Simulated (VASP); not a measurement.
# BaTiO3 (Cm) in VASP: further runs

BaTiO3 is run at these levels: PBE; tasks: single point.

All numbers are computed with VASP 6.6.1; they aren't measurements. Logs are shortened: lines on timing, memory, paths and dates and some standing lists are left out, and cuts for length are marked.

### Step 1. The cell of the first run

Symmetry: Cm, No. 8, monoclinic system. The conventional cell has a = 5.757 Å, b = 5.383 Å, c = 4.060 Å, α = 90.00°, β = 90.43°, γ = 90.00°. Within 3.7 Å of Ba (site symmetry m) lie 12 O at 2.70 to 2.98 Å and 8 Ti at 3.34 to 3.64 Å. Ti (site symmetry m) has 6 O at 1.81 to 2.21 Å within 2.4 Å. Within 2.5 Å of O (site symmetry m) lie 2 Ti at 1.87 to 2.21 Å. Within 2.4 Å of O (site symmetry 1) lie 2 Ti at 1.81 to 2.15 Å.

### Step 2. Single point, PBE (strain -0.0600 x Voigt [1, 0, 0, 0, 0, 0])

INCAR

```
SYSTEM = BaTiO3
PREC = Accurate
ENCUT = 1340
EDIFF = 1E-6
ISMEAR = 0
SIGMA = 0.05
LREAL = .False.
LASPH = .True.
NELM = 120
ALGO = Normal
ISIF = 2
LWAVE = .False.
LCHARG = .False.
GGA = PE
NBANDS = 28
GGA_COMPAT = .False.
```

KPOINTS

```
Automatic mesh
0
Gamma
  6 6 6
  0 0 0
```

POSCAR

```
BaTiO3
1.0
    2.6912864496      1.6529946342      2.3563003940
   -2.6912864496      1.6529946342      2.3563003940
    0.0000000000     -3.3059892684      2.3563003940
Ba Ti O
1 1 3
Direct
    0.0049545205      0.0049545205      0.0049545205
    0.5191875227      0.5191875227      0.5191875227
    0.4883938465      0.4883938465      0.9777702638
    0.4883938465      0.9777702638      0.4883938465
    0.9777702638      0.4883938465      0.4883938465
```

Potentials or basis: VASP PAW PBE potentials, release 64 (Ba_sv, Ti_sv, O_h).

Run with:

```bash
> cat potpaw_PBE.64/Ba_sv/POTCAR potpaw_PBE.64/Ti_sv/POTCAR potpaw_PBE.64/O_h/POTCAR > POTCAR
> mpirun -np 1 vasp_std > vasp.out
```

OUTCAR:

```text
SYSTEM = BaTiO3
   PREC = Accurate
   ENCUT = 1340
   EDIFF = 1E-6
   ISMEAR = 0
   LREAL = .False.
   LASPH = .True.
   NELM = 120
   ISIF = 2
   GGA = PE

 ion  position               nearest neighbor table
   1  0.005  0.005  0.005-   3 2.70   3 2.70   4 2.74   5 2.74   3 2.78   4 2.82   5 2.82   5 2.83
                             4 2.83   5 2.94   4 2.94   3 2.98   2 3.34   2 3.34   2 3.41   2 3.41
   2  0.519  0.519  0.519-   4 1.81   5 1.81   3 1.87   4 2.15   5 2.15   3 2.21   1 3.34   1 3.34
                             1 3.41   1 3.41   1 3.43   1 3.48   1 3.54   1 3.64
   3  0.488  0.488  0.978-   2 1.87   2 2.21   1 2.70   1 2.70   1 2.78   1 2.98
   4  0.488  0.978  0.488-   2 1.81   2 2.15   1 2.74   1 2.82   1 2.83   1 2.94
   5  0.978  0.488  0.488-   2 1.81   2 2.15   1 2.74   1 2.82   1 2.83   1 2.94

  LATTYP: Found a base centered monoclinic cell.
 ALAT       =     5.7565763462
 B/A-ratio  =     0.9350302290
 C/A-ratio  =     0.7052400250
 COS(beta)  =    -0.0074769073

  Lattice vectors:

 A1 = (  -2.6912864496,  -1.6529946342,  -2.3563003940)
 A2 = (   2.6912864496,  -1.6529946342,  -2.3563003940)
 A3 = (   0.0000000000,  -3.3059892684,   2.3563003940)

Analysis of symmetry for initial positions (statically):
=====================================================================
 Subroutine PRICEL returns:
 Original cell was already a primitive cell.

 Routine SETGRP: Setting up the symmetry group for a
 base centered monoclinic supercell.

 Subroutine GETGRP returns: Found  2 space group operations
 (whereof  2 operations were pure point group operations)
 out of a pool of  4 trial point group operations.

The static configuration has the point symmetry C_1h.

Analysis of symmetry for dynamics (positions and initial velocities):
=====================================================================
 Subroutine PRICEL returns:
 Original cell was already a primitive cell.

 Routine SETGRP: Setting up the symmetry group for a
 base centered monoclinic supercell.

 Subroutine GETGRP returns: Found  2 space group operations
 (whereof  2 operations were pure point group operations)
 out of a pool of  4 trial point group operations.

The dynamic configuration has the point symmetry C_1h.

 Subroutine INISYM returns: Found  2 space group operations
 (whereof  2 operations are pure point group operations),
 and found     1 'primitive' translations

----------------------------------------------------------------------------------------

                                     Primitive cell

  volume of cell :      62.8946

  direct lattice vectors                    reciprocal lattice vectors
     2.691286450  1.652994634  2.356300394     0.185784757  0.100827107  0.141464702
    -2.691286450  1.652994634  2.356300394    -0.185784757  0.100827107  0.141464702
     0.000000000 -3.305989268  2.356300394     0.000000000 -0.201654214  0.141464702

  length of vectors
     3.940503212  3.940503212  4.059768046     0.254350828  0.254350828  0.246326377

  position of ions in fractional coordinates (direct lattice)
     0.004954521  0.004954521  0.004954521
     0.519187523  0.519187523  0.519187523
     0.488393847  0.488393847  0.977770264
     0.488393847  0.977770264  0.488393847
     0.977770264  0.488393847  0.488393847

  ion indices of the primitive-cell ions
   primitive index   ion index
                 1           1
                 2           2
                 3           3
                 4           4
                 5           5

----------------------------------------------------------------------------------------

 KPOINTS: Automatic mesh

Automatic generation of k-mesh.
 Grid dimensions read from file:
 generate k-points for:    6    6    6

 Generating k-lattice:

  Cartesian coordinates                     Fractional coordinates (reciprocal lattice)
     0.030964126  0.016804518  0.023577450     0.166666667  0.000000000 -0.000000000
    -0.030964126  0.016804518  0.023577450     0.000000000  0.166666667 -0.000000000
     0.000000000 -0.033609036  0.023577450    -0.000000000 -0.000000000  0.166666667

  Length of vectors
     0.042391805  0.042391805  0.041054396

  Shift w.r.t. Gamma in fractional coordinates (k-lattice)
     0.000000000  0.000000000  0.000000000

 Subroutine IBZKPT returns following result:
 ===========================================

 Found     68 irreducible k-points:

 Following reciprocal coordinates:
            Coordinates               Weight
  0.000000  0.000000  0.000000      1.000000
  0.166667 -0.000000  0.000000      4.000000
  0.333333 -0.000000  0.000000      4.000000
  0.500000 -0.000000  0.000000      2.000000
  0.166667  0.166667  0.000000      2.000000
  0.333333  0.166667  0.000000      4.000000
[... 16 lines left out ...]
 -0.333333  0.166667  0.166667      4.000000
 -0.166667  0.166667  0.166667      4.000000
 [... further k-points ...]
   k-points           NKPTS =     68   k-points in BZ     NKDIM =     68   number of bands    NBANDS=     28
   number of dos      NEDOS =    301   number of ions     NIONS =      5
   total plane-waves  NPLWV = 110592
   dimension x,y,z NGX =    48 NGY =   48 NGZ =   48
   dimension x,y,z NGXF=    96 NGYF=   96 NGZF=   96
   ions per type =               1   1   3
   NGX,Y,Z   is equivalent  to a cutoff of  20.25, 20.25, 19.66 a.u.
   NGXF,Y,Z  is equivalent  to a cutoff of  40.50, 40.50, 39.31 a.u.
 SYSTEM =  BaTiO3
   PREC   = accura    normal or accurate (medium, high low for compatibility)
   ISTART =      0    job   : 0-new  1-cont  2-samecut
   ICHARG =      2    charge: 1-file 2-atom 10-const
   ISPIN  =      1    spin polarized calculation?
   LNONCOLLINEAR =      F non collinear calculations
   LSORBIT =      F    spin-orbit coupling
   LASPH  =      T    aspherical Exc in radial PAW
   ENCUT  = 1340.0 eV  98.49 Ry    9.92 a.u.  11.76 11.76 12.12*2*pi/ulx,y,z
   NELM   =    120;   NELMIN=  2; NELMDL= -5     # of ELM steps
   EDIFF  = 0.1E-05   stopping-criterion for ELM
   LREAL  =      F    real-space projection
   EDIFFG = 0.1E-04   stopping-criterion for IOM
   NSW    =      0    number of steps for IOM
   IBRION =     -1    ionic relax: 0-MD 1-quasi-New 2-CG
   NFREE  =      0    steps in history (QN), initial steepest desc. (CG)
   ISIF   =      2    stress and relaxation
   ISYM   =      2    0-nonsym 1-usesym 2-fastsym
   POTIM  = 0.5000    time-step for ionic-motion
   TEBEG  =    0.0;   TEEND  =   0.0 temperature during run
   PSTRESS=    0.0 pullay stress
   NELECT =      40.0000    total number of electrons
   NUPDOWN=      -1.0000    fix difference up-down
   EMIN   =  10.00;   EMAX   =-10.00  energy-range for DOS
   EFERMI =   0.00;   METHOD = LEGACY
   ISMEAR =     0;   SIGMA  =   0.05  broadening in eV -4-tet -1-fermi 0-gaus
   EFERMI_NEDOS =   21; number of points for ismear=-14 and -15
   IALGO  =     38    algorithm
   IMIX   =      4    mixing-type and parameters
     AMIX     =   0.40;   BMIX     =  1.00
     AMIX_MAG =   1.60;   BMIX_MAG =  1.00
  volume/ion in A,a.u.               =      12.58        84.89
  Fermi-wavevector in a.u.,A,eV,Ry     =   1.407852  2.660455 26.967398  1.982048
  Thomas-Fermi vector in A             =   2.530069
   LORBIT       =      0    0 simple, 1 ext, 2 COOP (PROOUT), +10 PAW based schemes
   GGA     = PE    functional components
   LHFCALC =     F    Hartree Fock is set to
   AEXX    =    0.0000 exact exchange contribution
   IVDW    =     0    specifies the selected vdW correction
   LEPSILON=     F    determine dielectric tensor
   LRPA    =     F    only Hartree local field effects (RPA)
 non-spin polarized calculation
 Gauss-broadening in eV      SIGMA  =   0.05
  energy-cutoff  :     1340.00
  volume of cell :       62.89
 maximum number of plane-waves:      7026
   NGX = 23   NGY = 23   NGZ = 25

 number of electron      40.0000001 magnetization

 Free energy of the ion-electron system (eV)
  ---------------------------------------------------
  ext. energy  EPLUGINS =         0.00000000
  ---------------------------------------------------
  free energy    TOTEN  =       -39.77747693 eV

  energy without entropy =      -39.77747693  energy(sigma->0) =      -39.77747693

 E-fermi :   4.6880     XC(G=0): -11.3324

 val. band max:        4.3117248161   @ k =   0.5000   0.5000   0.5000
 cond. band min:       6.9161708782   @ k =   0.0000   0.0000   0.0000
 fundamental gap:      2.6044460621
 Fermi energy:         4.6879612041

 k-point     1 :       0.0000    0.0000    0.0000
  band No.  band energies     occupation
      1     -51.7460      2.00000
      2     -28.0902      2.00000
      3     -28.0380      2.00000
      4     -28.0162      2.00000
      5     -20.4848      2.00000
      6     -12.5872      2.00000
[... 20 lines left out ...]
     27       9.5699      0.00000
     28      11.7537      0.00000

 k-point     2 :       0.1667   -0.0000    0.0000
  band No.  band energies     occupation
      1     -51.7457      2.00000
      2     -28.0993      2.00000
      3     -28.0444      2.00000
      4     -28.0161      2.00000
      5     -20.4499      2.00000
      6     -12.5939      2.00000
[... 20 lines left out ...]
     27      10.0940      0.00000
     28      12.3952      0.00000

 k-point     3 :       0.3333   -0.0000    0.0000
  band No.  band energies     occupation
      1     -51.7450      2.00000
      2     -28.1239      2.00000
      3     -28.0513      2.00000
      4     -28.0152      2.00000
      5     -20.3783      2.00000
      6     -12.7213      2.00000
[... 20 lines left out ...]
     27      11.2804      0.00000
     28      12.6974      0.00000

 k-point     4 :       0.5000   -0.0000    0.0000
  band No.  band energies     occupation
      1     -51.7447      2.00000
      2     -28.1380      2.00000
      3     -28.0529      2.00000
      4     -28.0146      2.00000
      5     -20.3416      2.00000
      6     -12.8150      2.00000
[... 578 lines left out ...]
     27      12.4963      0.00000
     28      13.3637      0.00000

 k-point    23 :      -0.3333    0.1667    0.1667
  band No.  band energies     occupation
      1     -51.7445      2.00000
      2     -28.1253      2.00000
      3     -28.0642      2.00000
      4     -28.0258      2.00000
      5     -20.3313      2.00000
      6     -12.5418      2.00000
[... 20 lines left out ...]
     27      11.9391      0.00000
     28      12.8688      0.00000

 k-point    24 :      -0.1667    0.1667    0.1667
  band No.  band energies     occupation
      1     -51.7451      2.00000
      2     -28.1054      2.00000
      3     -28.0536      2.00000
      4     -28.0267      2.00000
      5     -20.3913      2.00000
      6     -12.5536      2.00000
[... 20 lines left out ...]
     27      10.8910      0.00000
     28      12.4392      0.00000

 [... further k-points ...]
[... 5 lines left out ...]
  --------------------------------------------------------------------------------------
  -------------------------------------------------------------------------------------
  Total        9.5119135      3.3710304      3.0532480      0.0000000     -0.0819232      0.0000000
  in kB      242.3065751     85.8736600     77.7784687      0.0000000     -2.0869120      0.0000000
  external PRESSURE =     135.3195680 kB  Pullay stress =       0.0000000 kB

 VOLUME and BASIS-vectors are now :
 -----------------------------------------------------------------------------
  energy-cutoff  :     1340.00
  volume of cell :       62.89
      direct lattice vectors                 reciprocal lattice vectors
     2.691286450  1.652994634  2.356300394     0.185784757  0.100827107  0.141464702
    -2.691286450  1.652994634  2.356300394    -0.185784757  0.100827107  0.141464702
     0.000000000 -3.305989268  2.356300394     0.000000000 -0.201654214  0.141464702

 POSITION                                       TOTAL-FORCE (eV/Angst)
 -----------------------------------------------------------------------------------
      0.00000      0.00000      0.03502         0.000000     -0.012329     -0.085120
      0.00000      0.00000      3.67009         0.000000     -0.432391     -0.806906
      0.00000     -1.61787      4.60553         0.000000     -0.216427      0.112921
     -1.31705      0.80894      4.60553        -0.764638      0.330574      0.389553
      1.31705      0.80894      4.60553         0.764638      0.330574      0.389553
 -----------------------------------------------------------------------------------
    total drift:                               -0.000000      0.001577      0.000194

  FREE ENERGIE OF THE ION-ELECTRON SYSTEM (eV)
  ---------------------------------------------------
  free  energy   TOTEN  =       -39.7774769258 eV

  energy  without entropy=      -39.7774769258  energy(sigma->0) =      -39.77747693
```

It took 5.4 min on 1 thread of Intel Xeon Platinum 8559C (Emerald Rapids), shared host; peak memory 0.66 GiB.

What came out:

```yaml
Free_energy: -39.7775 eV
Pressure: 13.5 GPa
Largest_force: 0.920 eV/Å
Band_gap_on_the_k_mesh: 2.60 eV (least direct gap 2.96 eV)
```

Forces on the atoms (eV/Å):
```
Ba   0.000 -0.012 -0.085
Ti   0.000 -0.432 -0.807
O    0.000 -0.216  0.113
O   -0.765  0.331  0.390
O    0.765  0.331  0.390
```

Levels at points of the mesh, in eV from the valence-band top:
```tsv
k point	band 17	band 18	band 19	band 20	band 21	band 22	band 23	band 24
(0.00, 0.00, 0.00)	-0.98	-0.84	-0.62	-0.35	2.60	2.76	2.98	4.77
(0.50, 0.00, 0.00)	-1.85	-1.66	-1.11	-0.96	2.89	4.09	4.26	4.78
(0.50, 0.50, 0.00)	-1.60	-0.88	-0.55	-0.06	4.12	4.23	4.56	5.13
(0.00, 0.00, 0.50)	-1.62	-1.46	-1.29	-0.66	2.91	3.91	3.97	5.00
(0.50, 0.00, 0.50)	-1.55	-1.03	-0.95	-0.20	3.98	4.20	4.38	5.43
(0.50, 0.50, 0.50)	-2.14	-0.11	-0.08	0.00	4.54	4.63	4.82	6.42
```

Caveat: the cell differs from its parent crystal (strain -0.0600 x Voigt [1, 0, 0, 0, 0, 0]); the stress differs along the axes, from 8 to 24 GPa; spin-orbit coupling is left out, which moves the levels of the heavy elements. A k mesh can miss the band edges.

(Part 1 of 2 ends here.)
